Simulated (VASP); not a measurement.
# TaC2 in VASP: notebook

TaC2 is run at these levels: PBE; tasks: single point, relaxation of cell and atoms.

All numbers are computed with VASP 6.6.1; they aren't measurements. Logs are shortened: lines on timing, memory, paths and dates and some standing lists are left out, and cuts for length are marked.

### Step 1. The cell of the first run

Symmetry: I4/mmm, No. 139, tetragonal system. The conventional cell has a = 3.157 Å, b = 3.157 Å, c = 5.960 Å, α = 90.00°, β = 90.00°, γ = 90.00°. Within 3.0 Å of Ta (site symmetry 4/mmm) lie 10 C at 2.29 to 2.34 Å. Within 1.9 Å of C (site symmetry 4mm) lie 1 C at 1.39 Å.

### Step 2. Single point, PBE

Contents of INCAR:

```
ALGO = Normal
EDIFF = 1E-6
ENCUT = 520
GGA = PE
ISIF = 2
ISMEAR = 0
LASPH = True
LCHARG = False
LREAL = False
LWAVE = False
NBANDS = 16
NELM = 100
PREC = Accurate
SIGMA = 0.1
```

Contents of KPOINTS:

```
k-points
0
Gamma
  6 6 6
```

Contents of POSCAR:

```
TaC2
1.0
   -1.5787468135      1.5787468135      2.9801391368
    1.5787468135     -1.5787468135      2.9801391368
    1.5787468135      1.5787468135     -2.9801391368
Ta C
1 2
Direct
    0.0000000000      0.0000000000      0.0000000000
    0.3834611489      0.3834611489      0.0000000000
    0.6165388511      0.6165388511      0.0000000000
```

Potentials or basis: VASP PAW PBE potentials, release 64 (Ta_pv, C).

Launch:

```sh
$ cat potpaw_PBE.64/Ta_pv/POTCAR potpaw_PBE.64/C/POTCAR > POTCAR
$ mpirun -np 1 vasp_std > vasp.out
```

OUTCAR:

```text
EDIFF = 1E-6
   ENCUT = 520
   GGA = PE
   ISIF = 2
   ISMEAR = 0
   LASPH = True
   LREAL = False
   NELM = 100
   PREC = Accurate

 ion  position               nearest neighbor table
   1  0.000  0.000  0.000-   2 2.29   3 2.29   3 2.34   2 2.34   3 2.34   3 2.34   3 2.34   2 2.34
                             2 2.34   2 2.34
   2  0.383  0.383  0.000-   3 1.39   1 2.29   1 2.34   1 2.34   1 2.34   1 2.34
   3  0.617  0.617  0.000-   2 1.39   1 2.29   1 2.34   1 2.34   1 2.34   1 2.34

  LATTYP: Found a body centered tetragonal cell.
 ALAT       =     3.1574936270
 C/A-ratio  =     1.8876612205

  Lattice vectors:

 A1 = (  -1.5787468135,   1.5787468135,   2.9801391368)
 A2 = (   1.5787468135,  -1.5787468135,   2.9801391368)
 A3 = (   1.5787468135,   1.5787468135,  -2.9801391368)

Analysis of symmetry for initial positions (statically):
=====================================================================
 Subroutine PRICEL returns:
 Original cell was already a primitive cell.

 Routine SETGRP: Setting up the symmetry group for a
 body centered tetragonal supercell.

 Subroutine GETGRP returns: Found 16 space group operations
 (whereof 16 operations were pure point group operations)
 out of a pool of 16 trial point group operations.

The static configuration has the point symmetry D_4h.

Analysis of symmetry for dynamics (positions and initial velocities):
=====================================================================
 Subroutine PRICEL returns:
 Original cell was already a primitive cell.

 Routine SETGRP: Setting up the symmetry group for a
 body centered tetragonal supercell.

 Subroutine GETGRP returns: Found 16 space group operations
 (whereof 16 operations were pure point group operations)
 out of a pool of 16 trial point group operations.

The dynamic configuration has the point symmetry D_4h.

 Subroutine INISYM returns: Found 16 space group operations
 (whereof 16 operations are pure point group operations),
 and found     1 'primitive' translations

----------------------------------------------------------------------------------------

                                     Primitive cell

  volume of cell :      29.7113

  direct lattice vectors                    reciprocal lattice vectors
    -1.578746814  1.578746814  2.980139137     0.000000000  0.316706894  0.167777401
     1.578746814 -1.578746814  2.980139137     0.316706894  0.000000000  0.167777401
     1.578746814  1.578746814 -2.980139137     0.316706894  0.316706894  0.000000000

  length of vectors
     3.723722906  3.723722906  3.723722906     0.358402725  0.358402725  0.447891185

  position of ions in fractional coordinates (direct lattice)
     0.000000000  0.000000000  0.000000000
     0.383461149  0.383461149  0.000000000
     0.616538851  0.616538851  0.000000000

  ion indices of the primitive-cell ions
   primitive index   ion index
                 1           1
                 2           2
                 3           3

----------------------------------------------------------------------------------------

 KPOINTS: k-points

Automatic generation of k-mesh.
 Grid dimensions read from file:
 generate k-points for:    6    6    6

 Generating k-lattice:

  Cartesian coordinates                     Fractional coordinates (reciprocal lattice)
     0.000000000  0.052784482  0.027962900     0.166666667  0.000000000  0.000000000
     0.052784482  0.000000000  0.027962900     0.000000000  0.166666667  0.000000000
     0.052784482  0.052784482  0.000000000     0.000000000  0.000000000  0.166666667

  Length of vectors
     0.059733787  0.059733787  0.074648531

  Shift w.r.t. Gamma in fractional coordinates (k-lattice)
     0.000000000  0.000000000  0.000000000

 Subroutine IBZKPT returns following result:
 ===========================================

 Found     30 irreducible k-points:

 Following reciprocal coordinates:
            Coordinates               Weight
  0.000000  0.000000  0.000000      1.000000
  0.166667 -0.000000  0.000000      8.000000
  0.333333  0.000000 -0.000000      8.000000
  0.500000  0.000000 -0.000000      4.000000
  0.166667  0.166667  0.000000      8.000000
  0.333333  0.166667 -0.000000     16.000000
[... 16 lines left out ...]
 -0.333333 -0.333333  0.166667      8.000000
 -0.166667 -0.333333  0.166667      8.000000
 [... further k-points ...]
   k-points           NKPTS =     30   k-points in BZ     NKDIM =     30   number of bands    NBANDS=     16
   number of dos      NEDOS =    301   number of ions     NIONS =      3
   total plane-waves  NPLWV =  21952
   dimension x,y,z NGX =    28 NGY =   28 NGZ =   28
   dimension x,y,z NGXF=    56 NGYF=   56 NGZF=   56
   ions per type =               1   2
   NGX,Y,Z   is equivalent  to a cutoff of  12.50, 12.50, 12.50 a.u.
   NGXF,Y,Z  is equivalent  to a cutoff of  25.00, 25.00, 25.00 a.u.
 SYSTEM =  unknown system
   PREC   = accura    normal or accurate (medium, high low for compatibility)
   ISTART =      0    job   : 0-new  1-cont  2-samecut
   ICHARG =      2    charge: 1-file 2-atom 10-const
   ISPIN  =      1    spin polarized calculation?
   LNONCOLLINEAR =      F non collinear calculations
   LSORBIT =      F    spin-orbit coupling
   LASPH  =      T    aspherical Exc in radial PAW
   ENCUT  =  520.0 eV  38.22 Ry    6.18 a.u.   6.92  6.92  6.92*2*pi/ulx,y,z
   NELM   =    100;   NELMIN=  2; NELMDL= -5     # of ELM steps
   EDIFF  = 0.1E-05   stopping-criterion for ELM
   LREAL  =      F    real-space projection
   EDIFFG = 0.1E-04   stopping-criterion for IOM
   NSW    =      0    number of steps for IOM
   IBRION =     -1    ionic relax: 0-MD 1-quasi-New 2-CG
   NFREE  =      0    steps in history (QN), initial steepest desc. (CG)
   ISIF   =      2    stress and relaxation
   ISYM   =      2    0-nonsym 1-usesym 2-fastsym
   POTIM  = 0.5000    time-step for ionic-motion
   TEBEG  =    0.0;   TEEND  =   0.0 temperature during run
   PSTRESS=    0.0 pullay stress
   NELECT =      19.0000    total number of electrons
   NUPDOWN=      -1.0000    fix difference up-down
   EMIN   =  10.00;   EMAX   =-10.00  energy-range for DOS
   EFERMI =   0.00;   METHOD = LEGACY
   ISMEAR =     0;   SIGMA  =   0.10  broadening in eV -4-tet -1-fermi 0-gaus
   EFERMI_NEDOS =   21; number of points for ismear=-14 and -15
   IALGO  =     38    algorithm
   IMIX   =      4    mixing-type and parameters
     AMIX     =   0.40;   BMIX     =  1.00
     AMIX_MAG =   1.60;   BMIX_MAG =  1.00
  volume/ion in A,a.u.               =       9.90        66.83
  Fermi-wavevector in a.u.,A,eV,Ry     =   1.410432  2.665330 27.066326  1.989319
  Thomas-Fermi vector in A             =   2.532387
   LORBIT       =      0    0 simple, 1 ext, 2 COOP (PROOUT), +10 PAW based schemes
   GGA     = PE    functional components
   LHFCALC =     F    Hartree Fock is set to
   AEXX    =    0.0000 exact exchange contribution
   IVDW    =     0    specifies the selected vdW correction
   LEPSILON=     F    determine dielectric tensor
   LRPA    =     F    only Hartree local field effects (RPA)
 non-spin polarized calculation
 Gauss-broadening in eV      SIGMA  =   0.10
  energy-cutoff  :      520.00
  volume of cell :       29.71
 maximum number of plane-waves:       814
   NGX = 13   NGY = 13   NGZ = 13

 number of electron      19.0000000 magnetization

 Free energy of the ion-electron system (eV)
  ---------------------------------------------------
  ext. energy  EPLUGINS =         0.00000000
  ---------------------------------------------------
  free energy    TOTEN  =       -28.58455420 eV

  energy without entropy =      -28.58073372  energy(sigma->0) =      -28.58264396

 E-fermi :   7.9315     XC(G=0): -12.8558

 val. band max:        7.8770547355   @ k =  -0.3333  -0.3333   0.1667
 cond. band min:       7.9772164992   @ k =   0.3333   0.0000  -0.0000
 fundamental gap:      0.1001617637
 Fermi energy:         7.9314515578

 k-point     1 :       0.0000    0.0000    0.0000
  band No.  band energies     occupation
      1     -27.5071      2.00000
      2     -27.5071      2.00000
      3     -27.3259      2.00000
      4      -9.7435      2.00000
      5      -0.2898      2.00000
      6       2.9238      2.00000
[... 8 lines left out ...]
     15      15.8230      0.00000
     16      16.5786      0.00000

 k-point     2 :       0.1667   -0.0000    0.0000
  band No.  band energies     occupation
      1     -27.6136      2.00000
      2     -27.4988      2.00000
      3     -27.3379      2.00000
      4      -9.2897      2.00000
      5      -0.5877      2.00000
      6       2.4919      2.00000
[... 8 lines left out ...]
     15      14.9269      0.00000
     16      17.2978      0.00000

 k-point     3 :       0.3333    0.0000   -0.0000
  band No.  band energies     occupation
      1     -27.8214      2.00000
      2     -27.4821      2.00000
      3     -27.3598      2.00000
      4      -8.2220      2.00000
      5      -1.6670      2.00000
      6       1.0724      2.00000
[... 8 lines left out ...]
     15      14.0693      0.00000
     16      16.8224      0.00000

 k-point     4 :       0.5000    0.0000   -0.0000
  band No.  band energies     occupation
      1     -27.9223      2.00000
      2     -27.4738      2.00000
      3     -27.3704      2.00000
      4      -7.5327      2.00000
      5      -2.4505      2.00000
      6       0.4406      2.00000
[... 8 lines left out ...]
     15      15.6416      0.00000
     16      15.7112      0.00000
[... 324 lines left out ...]
 k-point    22 :      -0.1667    0.5000    0.1667
  band No.  band energies     occupation
      1     -27.8288      2.00000
      2     -27.4900      2.00000
      3     -27.4043      2.00000
      4      -7.9148      2.00000
      5      -2.0685      2.00000
      6       0.4108      2.00000
[... 8 lines left out ...]
     15      13.7883      0.00000
     16      15.6183      0.00000

 k-point    23 :      -0.3333   -0.3333    0.1667
  band No.  band energies     occupation
      1     -27.6249      2.00000
      2     -27.6108      2.00000
      3     -27.4250      2.00000
      4      -8.4479      2.00000
      5      -1.9094      2.00000
      6       1.6426      2.00000
[... 8 lines left out ...]
     15      14.1615      0.00000
     16      15.2760      0.00000

 k-point    24 :      -0.1667   -0.3333    0.1667
  band No.  band energies     occupation
      1     -27.6280      2.00000
      2     -27.5106      2.00000
      3     -27.4025      2.00000
      4      -8.9006      2.00000
      5      -1.7452      2.00000
      6       2.2301      2.00000
[... 8 lines left out ...]
     15      13.5766      0.00000
     16      14.7093      0.00000

 [... further k-points ...]

------------------------ aborting loop because EDIFF is reached ----------------------------------------

  FORCE on cell =-STRESS in cart. coord.  units (eV):
  Direction    XX          YY          ZZ          XY          YZ          ZX
  --------------------------------------------------------------------------------------
  -------------------------------------------------------------------------------------
  Total        0.0560284      0.0560284      0.1489472      0.0000000      0.0000000      0.0000000
  in kB        3.0213213      3.0213213      8.0319604      0.0000000      0.0000000      0.0000000
  external PRESSURE =       4.6915344 kB  Pullay stress =       0.0000000 kB

 VOLUME and BASIS-vectors are now :
 -----------------------------------------------------------------------------
  energy-cutoff  :      520.00
  volume of cell :       29.71
      direct lattice vectors                 reciprocal lattice vectors
    -1.578746814  1.578746814  2.980139137     0.000000000  0.316706894  0.167777401
     1.578746814 -1.578746814  2.980139137     0.316706894  0.000000000  0.167777401
     1.578746814  1.578746814 -2.980139137     0.316706894  0.316706894  0.000000000

 POSITION                                       TOTAL-FORCE (eV/Angst)
 -----------------------------------------------------------------------------------
      0.00000      0.00000      0.00000         0.000000      0.000000     -0.000000
      0.00000      0.00000      2.28554        -0.000000     -0.000000     -0.105958
      0.00000      0.00000      3.67474        -0.000000     -0.000000      0.105958
 -----------------------------------------------------------------------------------
    total drift:                                0.000000     -0.000000     -0.000000

  FREE ENERGIE OF THE ION-ELECTRON SYSTEM (eV)
  ---------------------------------------------------
  free  energy   TOTEN  =       -28.5845541953 eV

  energy  without entropy=      -28.5807337155  energy(sigma->0) =      -28.58264396
```

It took 9 s on 1 thread of Intel Xeon Platinum 8488C (Sapphire Rapids), shared host; peak memory 0.16 GiB.

Results:

* Free energy: -28.5846 eV
* Pressure: 0.5 GPa
* Largest force: 0.106 eV/Å

Forces on the atoms (eV/Å):
```
Ta   0.000  0.000  0.000
C    0.000  0.000 -0.106
C    0.000  0.000  0.106
```

Stress tensor (GPa, compression positive):
```
0.30 0.00 0.00
0.00 0.30 0.00
0.00 0.00 0.80
```

Levels at points of the mesh, in eV from the Fermi level:
```
           k point  band 6  band 7  band 8  band 9  band 10  band 11  band 12  band 13  band 14  band 15
(0.00, 0.00, 0.00)   -5.01   -3.06   -3.06   -2.93    -2.85    -2.85     1.02     2.20     7.89     7.89
(0.50, 0.00, 0.00)   -7.49   -6.54   -4.77    0.71     1.41     1.43     2.20     2.52     5.08     7.71
(0.50, 0.50, 0.00)   -6.67   -6.06   -5.40   -4.51    -0.97     3.61     3.82     4.82     7.09     8.83
(0.50, 0.50, 0.50)   -4.35   -4.35   -3.84   -2.88     1.22     1.22     1.43     3.67     5.55     5.60
```

Caveat: the k points lie up to 0.47 Å⁻¹ apart; spin-orbit coupling is left out, which moves the levels of the heavy elements.

### Step 3. Single point, PBE

This run uses another cell than the first one, of 12.69 Å³/atom, 1.282 times its volume.

Contents of INCAR:

```
SYSTEM = TaC2
  PREC = Accurate
  ENCUT = 520
  EDIFF = 1E-7
  ISMEAR = 0
  SIGMA = 0.1
  LREAL = .False.
  LASPH = .True.
  NELM = 100
  ALGO = Normal
  ISIF = 2
  LWAVE = .False.
  LCHARG = .False.
  GGA = PE
  NBANDS = 16
```

Contents of KPOINTS:

```
Automatic mesh
0
Gamma
  6 6 6
  0 0 0
```

Contents of POSCAR:

```
TaC2
1.0
   -1.7861665100      1.7861665100      2.9839060200
    1.7861665100     -1.7861665100      2.9839060200
    1.7861665100      1.7861665100     -2.9839060200
Ta C
1 2
Direct
    0.0000000000      0.0000000000      0.0000000000
    0.4030000000      0.4030000000      0.0000000000
    0.5970000000      0.5970000000      0.0000000000
```

Potentials or basis: VASP PAW PBE potentials, release 64 (Ta_pv, C).

Launch:

```sh
$ cat potpaw_PBE.64/Ta_pv/POTCAR potpaw_PBE.64/C/POTCAR > POTCAR
$ mpirun -np 1 vasp_std > vasp.out
```

OUTCAR:

```text
SYSTEM = TaC2
   PREC = Accurate
   ENCUT = 520
   EDIFF = 1E-7
   ISMEAR = 0
   LREAL = .False.
   LASPH = .True.
   NELM = 100
   ISIF = 2
   GGA = PE

 ion  position               nearest neighbor table
   1  0.000  0.000  0.000-   2 2.41   3 2.41   3 2.59   2 2.59   3 2.59   3 2.59   3 2.59   2 2.59
                             2 2.59   2 2.59
   2  0.403  0.403  0.000-   3 1.16   1 2.41   1 2.59   1 2.59   1 2.59   1 2.59
   3  0.597  0.597  0.000-   2 1.16   1 2.41   1 2.59   1 2.59   1 2.59   1 2.59

  LATTYP: Found a body centered tetragonal cell.
 ALAT       =     3.5723330200
 C/A-ratio  =     1.6705643081

[... 652 lines left out ...]
  --------------------------------------------------------------------------------------
  -------------------------------------------------------------------------------------
  Total       -6.0041698     -6.0041698      8.2796351      0.0000000      0.0000000      0.0000000
  in kB     -252.6239577   -252.6239577    348.3635932      0.0000000      0.0000000      0.0000000
  external PRESSURE =     -52.2947741 kB  Pullay stress =       0.0000000 kB

 VOLUME and BASIS-vectors are now :
 -----------------------------------------------------------------------------
  energy-cutoff  :      520.00
  volume of cell :       38.08
      direct lattice vectors                 reciprocal lattice vectors
    -1.786166510  1.786166510  2.983906020     0.000000000  0.279929109  0.167565599
     1.786166510 -1.786166510  2.983906020     0.279929109  0.000000000  0.167565599
     1.786166510  1.786166510 -2.983906020     0.279929109  0.279929109  0.000000000

 POSITION                                       TOTAL-FORCE (eV/Angst)
 -----------------------------------------------------------------------------------
      0.00000      0.00000      0.00000        -0.000000     -0.000000      0.000000
      0.00000      0.00000      2.40503        -0.000000     -0.000000    -16.375359
      0.00000      0.00000      3.56278         0.000000      0.000000     16.375359
 -----------------------------------------------------------------------------------
    total drift:                                0.000000      0.000000     -0.000000

  FREE ENERGIE OF THE ION-ELECTRON SYSTEM (eV)
  ---------------------------------------------------
  free  energy   TOTEN  =       -26.1450230743 eV

  energy  without entropy=      -26.1345079668  energy(sigma->0) =      -26.13976552
```

OSZICAR:

```text
N       E                     dE             d eps       ncg     rms          rms(c)
DAV:   1     0.108838357131E+03    0.10884E+03   -0.10162E+04   960   0.112E+03
DAV:   2    -0.283220160059E+02   -0.13716E+03   -0.13327E+03  1352   0.293E+02
DAV:   3    -0.332098068972E+02   -0.48878E+01   -0.48637E+01  1088   0.525E+01
DAV:   4    -0.332558411324E+02   -0.46034E-01   -0.45889E-01  1224   0.570E+00
DAV:   5    -0.332562601859E+02   -0.41905E-03   -0.41905E-03  1064   0.540E-01    0.165E+01
DAV:   6    -0.263872977446E+02    0.68690E+01   -0.46061E+01  1128   0.331E+01    0.571E+00
DAV:   7    -0.261862749759E+02    0.20102E+00   -0.15818E+00  1064   0.857E+00    0.400E+00
DAV:   8    -0.261463447873E+02    0.39930E-01   -0.98659E-02  1216   0.227E+00    0.670E-01
DAV:   9    -0.261450725581E+02    0.12722E-02   -0.10339E-02  1128   0.664E-01    0.173E-01
DAV:  10    -0.261450129962E+02    0.59562E-04   -0.61485E-04  1112   0.199E-01    0.353E-02
DAV:  11    -0.261450238879E+02   -0.10892E-04   -0.45303E-05  1144   0.498E-02    0.221E-02
DAV:  12    -0.261450231319E+02    0.75609E-06   -0.86253E-06  1096   0.196E-02    0.411E-03
DAV:  13    -0.261450230743E+02    0.57610E-07   -0.54663E-07  1048   0.536E-03
   1 F= -.26145023E+02 E0= -.26139766E+02  d E =-.105151E-01
```

Wall time 13 s (1 thread of Intel Xeon Platinum 8488C (Sapphire Rapids), shared host); peak memory 0.17 GiB.

Results:

```yaml
Free_energy: -26.1450 eV
Pressure: -5.2 GPa
Largest_force: 16.375 eV/Å
```

Forces on the atoms (eV/Å):
```
Ta    0.000   0.000   0.000
C     0.000   0.000 -16.375
C     0.000   0.000  16.375
```

Stress tensor (GPa, compression positive):
```
-25.26   0.00   0.00
  0.00 -25.26   0.00
  0.00   0.00  34.84
```

Caveat: the k points lie up to 0.41 Å⁻¹ apart; spin-orbit coupling is left out, which moves the levels of the heavy elements; forces of over 1 eV/Å act on the atoms, so gaps and moduli don't describe the material at rest.

(Continued in part 2 of 2.)
